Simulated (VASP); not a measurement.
# ZnAg2S2 (P-6m2) in VASP: a series of runs

The runs below take ZnAg2S2 through single point, relaxation of cell and atoms, with PBE.

Program: VASP 6.6.1. These are calculated values, not measurements. Logs are shortened: lines on timing, memory, paths and dates and some standing lists are left out, and cuts for length are marked.

**1. The cell of the first run**

Symmetry: P-6m2, No. 187, hexagonal system. Conventional cell: a = 4.466 Å, b = 4.466 Å, c = 5.584 Å, α = 90.00°, β = 90.00°, γ = 120.00°. Within 3.4 Å of Zn (site symmetry -6m2) lie 5 Ag at 2.58 to 2.79 Å and 6 S at 2.95 Å. Ag (site symmetry -6m2) has 2 Zn at 2.79 Å and 6 S at 2.91 Å and 6 Ag at 3.80 Å within 3.9 Å. Within 3.4 Å of Ag (site symmetry -6m2) lie 3 Zn at 2.58 Å and 6 S at 2.95 Å. Within 3.6 Å of S (site symmetry 3m) lie 2 S at 2.70 to 2.88 Å and 6 Ag at 2.91 to 2.95 Å and 3 Zn at 2.95 Å.

The cell was built from a structure type or drawn by symmetry, and may not be a known phase.

**2. Single point, PBE**

Contents of INCAR:

```
ALGO = Normal
EDIFF = 1E-7
ENCUT = 520
GGA = PE
ISIF = 2
ISMEAR = 0
LASPH = T
LCHARG = T
LELF = T
LREAL = F
LVHAR = T
LWAVE = F
NBANDS = 31
NELM = 100
PREC = Accurate
SIGMA = 0.1
```

Contents of KPOINTS:

```
k-points
0
Gamma
  12 12 8
```

Contents of POSCAR:

```
ZnAg2S2
1.0
    4.4662505296      0.0000000000      0.0000000000
   -2.2331252648      3.8678864183      0.0000000000
    0.0000000000      0.0000000000      5.5841340029
Zn Ag S
1 2 2
Direct
    0.6666666667      0.3333333333      0.0000000000
    0.6666666667      0.3333333333      0.5000000000
    0.0000000000      0.0000000000      0.0000000000
    0.3333333333      0.6666666667      0.7417160872
    0.3333333333      0.6666666667      0.2582839128
```

Potentials or basis: VASP PAW PBE potentials, release 64 (Zn, Ag, S).

Run with:

```bash
cat potpaw_PBE.64/Zn/POTCAR potpaw_PBE.64/Ag/POTCAR potpaw_PBE.64/S/POTCAR > POTCAR
mpirun -np 1 vasp_std > vasp.out
```

OUTCAR:

```text
EDIFF = 1E-7
   ENCUT = 520
   GGA = PE
   ISIF = 2
   ISMEAR = 0
   LASPH = T
   LREAL = F
   NELM = 100
   PREC = Accurate

 ion  position               nearest neighbor table
   1  0.667  0.333  0.000-   3 2.58   3 2.58   3 2.58   2 2.79   2 2.79
   2  0.667  0.333  0.500-   1 2.79   1 2.79   4 2.91   5 2.91   4 2.91   5 2.91   5 2.91   4 2.91

   3  0.000  0.000  0.000-   1 2.58   1 2.58   1 2.58   5 2.95   4 2.95   4 2.95   5 2.95   4 2.95
                             5 2.95
   4  0.333  0.667  0.742-   5 2.70   2 2.91   2 2.91   2 2.91   3 2.95   3 2.95   3 2.95
   5  0.333  0.667  0.258-   4 2.70   2 2.91   2 2.91   2 2.91   3 2.95   3 2.95   3 2.95

  LATTYP: Found a hexagonal cell.
 ALAT       =     4.4662505296
 C/A-ratio  =     1.2502957382

  Lattice vectors:

 A1 = (   4.4662505296,   0.0000000000,   0.0000000000)
 A2 = (  -2.2331252648,   3.8678864183,   0.0000000000)
 A3 = (   0.0000000000,   0.0000000000,   5.5841340029)

Analysis of symmetry for initial positions (statically):
=====================================================================
 Subroutine PRICEL returns:
 Original cell was already a primitive cell.

 Routine SETGRP: Setting up the symmetry group for a
 hexagonal supercell.

 Subroutine GETGRP returns: Found 12 space group operations
 (whereof 12 operations were pure point group operations)
 out of a pool of 24 trial point group operations.

The static configuration has the point symmetry D_3h.

Analysis of symmetry for dynamics (positions and initial velocities):
=====================================================================
 Subroutine PRICEL returns:
 Original cell was already a primitive cell.

 Routine SETGRP: Setting up the symmetry group for a
 hexagonal supercell.

 Subroutine GETGRP returns: Found 12 space group operations
 (whereof 12 operations were pure point group operations)
 out of a pool of 24 trial point group operations.

The dynamic configuration has the point symmetry D_3h.

 Subroutine INISYM returns: Found 12 space group operations
 (whereof 12 operations are pure point group operations),
 and found     1 'primitive' translations

----------------------------------------------------------------------------------------

                                     Primitive cell

  volume of cell :      96.4656

  direct lattice vectors                    reciprocal lattice vectors
     4.466250530  0.000000000  0.000000000     0.223901457  0.129269566  0.000000000
    -2.233125265  3.867886418  0.000000000     0.000000000  0.258539133  0.000000000
     0.000000000  0.000000000  5.584134003     0.000000000  0.000000000  0.179078797

  length of vectors
     4.466250530  4.466250530  5.584134003     0.258539133  0.258539133  0.179078797

  position of ions in fractional coordinates (direct lattice)
     0.666666667  0.333333333  0.000000000
     0.666666667  0.333333333  0.500000000
     0.000000000  0.000000000  0.000000000
     0.333333333  0.666666667  0.741716087
     0.333333333  0.666666667  0.258283913

  ion indices of the primitive-cell ions
   primitive index   ion index
                 1           1
                 2           2
                 3           3
                 4           4
                 5           5

----------------------------------------------------------------------------------------

 KPOINTS: k-points

Automatic generation of k-mesh.
 Grid dimensions read from file:
 generate k-points for:   12   12    8

 Generating k-lattice:

  Cartesian coordinates                     Fractional coordinates (reciprocal lattice)
     0.018658455  0.010772464  0.000000000     0.083333333  0.000000000  0.000000000
     0.000000000  0.021544928  0.000000000     0.000000000  0.083333333  0.000000000
     0.000000000  0.000000000  0.022384850     0.000000000  0.000000000  0.125000000

  Length of vectors
     0.021544928  0.021544928  0.022384850

  Shift w.r.t. Gamma in fractional coordinates (k-lattice)
     0.000000000  0.000000000  0.000000000

 Subroutine IBZKPT returns following result:
 ===========================================

 Found     95 irreducible k-points:

 Following reciprocal coordinates:
            Coordinates               Weight
  0.000000  0.000000  0.000000      1.000000
  0.083333  0.000000  0.000000      6.000000
  0.166667  0.000000  0.000000      6.000000
  0.250000  0.000000  0.000000      6.000000
  0.333333  0.000000  0.000000      6.000000
  0.416667  0.000000  0.000000      6.000000
[... 16 lines left out ...]
  0.250000  0.000000  0.125000     12.000000
  0.333333  0.000000  0.125000     12.000000
 [... further k-points ...]
   k-points           NKPTS =     95   k-points in BZ     NKDIM =     95   number of bands    NBANDS=     31
   number of dos      NEDOS =    301   number of ions     NIONS =      5
   total plane-waves  NPLWV =  54432
   dimension x,y,z NGX =    36 NGY =   36 NGZ =   42
   dimension x,y,z NGXF=    72 NGYF=   72 NGZF=   84
   ions per type =               1   2   2
   NGX,Y,Z   is equivalent  to a cutoff of  13.40, 13.40, 12.50 a.u.
   NGXF,Y,Z  is equivalent  to a cutoff of  26.80, 26.80, 25.01 a.u.
 SYSTEM =  unknown system
   PREC   = accura    normal or accurate (medium, high low for compatibility)
   ISTART =      0    job   : 0-new  1-cont  2-samecut
   ICHARG =      2    charge: 1-file 2-atom 10-const
   ISPIN  =      1    spin polarized calculation?
   LNONCOLLINEAR =      F non collinear calculations
   LSORBIT =      F    spin-orbit coupling
   LASPH  =      T    aspherical Exc in radial PAW
   ENCUT  =  520.0 eV  38.22 Ry    6.18 a.u.   8.30  8.30 10.38*2*pi/ulx,y,z
   NELM   =    100;   NELMIN=  2; NELMDL= -5     # of ELM steps
   EDIFF  = 0.1E-06   stopping-criterion for ELM
   LREAL  =      F    real-space projection
   EDIFFG = 0.1E-05   stopping-criterion for IOM
   NSW    =      0    number of steps for IOM
   IBRION =     -1    ionic relax: 0-MD 1-quasi-New 2-CG
   NFREE  =      0    steps in history (QN), initial steepest desc. (CG)
   ISIF   =      2    stress and relaxation
   ISYM   =      2    0-nonsym 1-usesym 2-fastsym
   POTIM  = 0.5000    time-step for ionic-motion
   TEBEG  =    0.0;   TEEND  =   0.0 temperature during run
   PSTRESS=    0.0 pullay stress
   NELECT =      46.0000    total number of electrons
   NUPDOWN=      -1.0000    fix difference up-down
   EMIN   =  10.00;   EMAX   =-10.00  energy-range for DOS
   EFERMI =   0.00;   METHOD = LEGACY
   ISMEAR =     0;   SIGMA  =   0.10  broadening in eV -4-tet -1-fermi 0-gaus
   EFERMI_NEDOS =   21; number of points for ismear=-14 and -15
   IALGO  =     38    algorithm
   IMIX   =      4    mixing-type and parameters
     AMIX     =   0.40;   BMIX     =  1.00
     AMIX_MAG =   1.60;   BMIX_MAG =  1.00
  volume/ion in A,a.u.               =      19.29       130.20
  Fermi-wavevector in a.u.,A,eV,Ry     =   1.278998  2.416956 22.256902  1.635836
  Thomas-Fermi vector in A             =   2.411509
   LORBIT       =      0    0 simple, 1 ext, 2 COOP (PROOUT), +10 PAW based schemes
   GGA     = PE    functional components
   LHFCALC =     F    Hartree Fock is set to
   AEXX    =    0.0000 exact exchange contribution
   IVDW    =     0    specifies the selected vdW correction
   LEPSILON=     F    determine dielectric tensor
   LRPA    =     F    only Hartree local field effects (RPA)
 non-spin polarized calculation
 Gauss-broadening in eV      SIGMA  =   0.10
  energy-cutoff  :      520.00
  volume of cell :       96.47
 maximum number of plane-waves:      2631
 NGX is ok and might be reduce to    36
   NGX = 17   NGY = 17   NGZ = 21

 number of electron      45.9999984 magnetization

 Free energy of the ion-electron system (eV)
  ---------------------------------------------------
  ext. energy  EPLUGINS =         0.00000000
  ---------------------------------------------------
  free energy    TOTEN  =       -13.39944608 eV

  energy without entropy =      -13.39471864  energy(sigma->0) =      -13.39708236

 E-fermi :   5.5240     XC(G=0): -10.5528

 val. band max:        5.5180545517   @ k =   0.3333   0.2500   0.2500
 cond. band min:       5.5639962697   @ k =   0.3333   0.0000   0.5000
 fundamental gap:      0.0459417180
 Fermi energy:         5.5239983940

 k-point     1 :       0.0000    0.0000    0.0000
  band No.  band energies     occupation
      1      -8.6909      2.00000
      2      -6.4080      2.00000
      3      -2.3059      2.00000
      4      -2.0413      2.00000
      5      -2.0413      2.00000
      6      -1.9782      2.00000
[... 23 lines left out ...]
     30      11.9332      0.00000
     31      11.9332      0.00000

 k-point     2 :       0.0833    0.0000    0.0000
  band No.  band energies     occupation
      1      -8.6701      2.00000
      2      -6.4038      2.00000
      3      -2.2881      2.00000
      4      -2.0572      2.00000
      5      -2.0438      2.00000
      6      -1.9833      2.00000
[... 23 lines left out ...]
     30      11.6504      0.00000
     31      11.8450      0.00000

 k-point     3 :       0.1667    0.0000    0.0000
  band No.  band energies     occupation
      1      -8.6122      2.00000
      2      -6.3924      2.00000
      3      -2.2426      2.00000
      4      -2.0980      2.00000
      5      -2.0507      2.00000
      6      -1.9972      2.00000
[... 23 lines left out ...]
     30      11.4983      0.00000
     31      12.2887      0.00000

 k-point     4 :       0.2500    0.0000    0.0000
  band No.  band energies     occupation
      1      -8.5312      2.00000
      2      -6.3769      2.00000
      3      -2.1915      2.00000
      4      -2.1408      2.00000
      5      -2.0603      2.00000
      6      -2.0163      2.00000
[... 635 lines left out ...]
     30      11.3049      0.00000
     31      12.3404      0.00000

 k-point    23 :       0.2500    0.0000    0.1250
  band No.  band energies     occupation
      1      -8.4756      2.00000
      2      -6.5119      2.00000
      3      -2.1796      2.00000
      4      -2.1235      2.00000
      5      -2.0595      2.00000
      6      -2.0123      2.00000
[... 23 lines left out ...]
     30      11.1518      0.00000
     31      12.2596      0.00000

 k-point    24 :       0.3333    0.0000    0.1250
  band No.  band energies     occupation
      1      -8.3934      2.00000
      2      -6.4891      2.00000
      3      -2.1798      2.00000
      4      -2.1106      2.00000
      5      -2.0695      2.00000
      6      -2.0313      2.00000
[... 23 lines left out ...]
     30      11.5435      0.00000
     31      12.1747      0.00000

 [... further k-points ...]
[... 5 lines left out ...]
  --------------------------------------------------------------------------------------
  -------------------------------------------------------------------------------------
  Total        0.0130041      0.0130041     -0.0294211      0.0000000      0.0000000      0.0000000
  in kB        0.2159828      0.2159828     -0.4886488      0.0000000      0.0000000      0.0000000
  external PRESSURE =      -0.0188944 kB  Pullay stress =       0.0000000 kB

 VOLUME and BASIS-vectors are now :
 -----------------------------------------------------------------------------
  energy-cutoff  :      520.00
  volume of cell :       96.47
      direct lattice vectors                 reciprocal lattice vectors
     4.466250530  0.000000000  0.000000000     0.223901457  0.129269566  0.000000000
    -2.233125265  3.867886418  0.000000000     0.000000000  0.258539133  0.000000000
     0.000000000  0.000000000  5.584134003     0.000000000  0.000000000  0.179078797

 POSITION                                       TOTAL-FORCE (eV/Angst)
 -----------------------------------------------------------------------------------
      2.23313      1.28930      0.00000        -0.000000      0.000000      0.000000
      2.23313      1.28930      2.79207         0.000000      0.000000      0.000000
      0.00000      0.00000      0.00000         0.000000     -0.000000      0.000000
     -0.00000      2.57859      4.14184        -0.000000      0.000000     -0.002080
     -0.00000      2.57859      1.44229        -0.000000      0.000000      0.002080
 -----------------------------------------------------------------------------------
    total drift:                               -0.000001      0.000001      0.000000

  FREE ENERGIE OF THE ION-ELECTRON SYSTEM (eV)
  ---------------------------------------------------
  free  energy   TOTEN  =       -13.3994460770 eV

  energy  without entropy=      -13.3947186435  energy(sigma->0) =      -13.39708236
```

It took 2.1 min on 1 thread of Intel Xeon 6975P-C (Granite Rapids), shared host; peak memory 0.41 GiB.

What came out:

```
Free energy            : -13.3994 eV
Pressure               : 0.0 GPa
Band gap on the k mesh : zero (bands 23 and 24 overlap by 2.07 eV)
```

Forces on the atoms (eV/Å):
```
Zn   0.000  0.000  0.000
Ag   0.000  0.000  0.000
Ag   0.000  0.000  0.000
S    0.000  0.000 -0.002
S    0.000  0.000  0.002
```

**3. Relaxation of cell and atoms, PBE**

Contents of INCAR:

```
SYSTEM = ZnAg2S2
PREC = Accurate
ENCUT = 600
EDIFF = 1E-6
ISMEAR = 0
SIGMA = 0.1
LREAL = .False.
LASPH = .True.
NELM = 100
ALGO = Normal
ISIF = 3
LWAVE = .False.
LCHARG = .False.
GGA = PE
IBRION = 2
NSW = 100
EDIFFG = -0.01
```

Contents of KPOINTS:

```
Automatic mesh
0
Gamma
  12 12 8
  0 0 0
```

Contents of POSCAR:

```
ZnAg2S2
1.0
    4.4627713613      0.0000000000      0.0000000000
   -2.2313856807      3.8648733702      0.0000000000
    0.0000000000      0.0000000000      5.5836124474
Zn Ag S
1 2 2
Direct
    0.6666666667      0.3333333333      0.0000000000
    0.6666666667      0.3333333333      0.5000000000
    0.0000000000      0.0000000000      0.0000000000
    0.3333333333      0.6666666667      0.7437419079
    0.3333333333      0.6666666667      0.2562580921
```

Potentials or basis: VASP PAW PBE potentials, release 64 (Zn, Ag, S).

Run with:

```bash
cat potpaw_PBE.64/Zn/POTCAR potpaw_PBE.64/Ag/POTCAR potpaw_PBE.64/S/POTCAR > POTCAR
mpirun -np 1 vasp_std > vasp.out
```

Wall time 6.9 min (1 thread of Intel Xeon 6975P-C (Granite Rapids), shared host); peak memory 0.48 GiB.

It converged, with:

* Free energy: -13.3994 eV
* Relaxed volume: 19.29 Å³/atom
* Relaxed cell: a = 4.472 Å, b = 4.472 Å, c = 5.568 Å, α = 90.00°, β = 90.00°, γ = 120.00°
* Space group after relaxing (to 0.1 Å): P-6m2 (No. 187)
* Energy gained by relaxing: 0.2 meV/atom
* Ionic steps: 7
* Pressure after relaxing: 0.0 GPa
* Largest force after relaxing: 0.008 eV/Å
* Band gap on the k mesh: zero (bands 23 and 24 overlap by 2.09 eV)

Forces on the atoms (eV/Å):
```
Zn   0.000  0.000  0.000
Ag   0.000  0.000  0.000
Ag   0.000  0.000  0.000
S    0.000  0.000  0.008
S    0.000  0.000 -0.008
```

Stress tensor (GPa, compression positive):
```
 0.02  0.00  0.00
 0.00  0.02  0.00
 0.00  0.00 -0.08
```

The path:
| step | energy change (eV) | largest force (eV/Å) | pressure (GPa) | volume (Å³) |
| --- | --- | --- | --- | --- |
| 1 | 0.0000 | 0.0585 | 0.12 | 96.31 |
| 2 | -0.0004 | 0.0421 | -0.03 | 96.51 |
| 3 | -0.0005 | 0.0279 | -0.16 | 96.70 |
| 4 | -0.0008 | 0.0086 | -0.07 | 96.56 |
| 5 | -0.0009 | 0.0013 | -0.03 | 96.49 |
| 6 | -0.0009 | 0.0216 | 0.07 | 96.34 |
| 7 | -0.0009 | 0.0076 | -0.01 | 96.43 |

Final structure:
```yaml
crystal:
  lattice:
    - [4.47206, 0.00000, 0.00000]
    - [-2.23603, 3.87291, 0.00000]
    - [0.00000, 0.00000, 5.56785]
  atoms:
    - { symbol: Zn, position: [0.66667, 0.33333, 0.00000] }
    - { symbol: Ag, position: [0.66667, 0.33333, 0.50000] }
    - { symbol: Ag, position: [0.00000, 0.00000, 0.00000] }
    - { symbol: S, position: [0.33333, 0.66667, 0.74163] }
    - { symbol: S, position: [0.33333, 0.66667, 0.25837] }
```

Levels at points of the mesh, in eV from the Fermi level:
| k point | band 20 | band 21 | band 22 | band 23 | band 24 | band 25 | band 26 | band 27 |
| --- | --- | --- | --- | --- | --- | --- | --- | --- |
| (0.00, 0.00, 0.00) | -1.94 | -1.94 | -1.07 | -1.07 | 1.08 | 1.68 | 2.47 | 2.47 |
| (0.50, 0.00, 0.00) | -3.53 | -2.65 | -0.82 | -0.72 | 0.48 | 1.62 | 3.26 | 3.32 |
| (0.00, 0.00, 0.50) | -1.70 | -1.70 | -1.69 | -1.69 | -1.34 | -0.55 | 3.33 | 3.33 |
| (0.50, 0.00, 0.50) | -2.72 | -2.46 | -2.39 | -2.20 | 0.20 | 1.50 | 2.00 | 4.61 |

(Continued in part 2 of 2.)
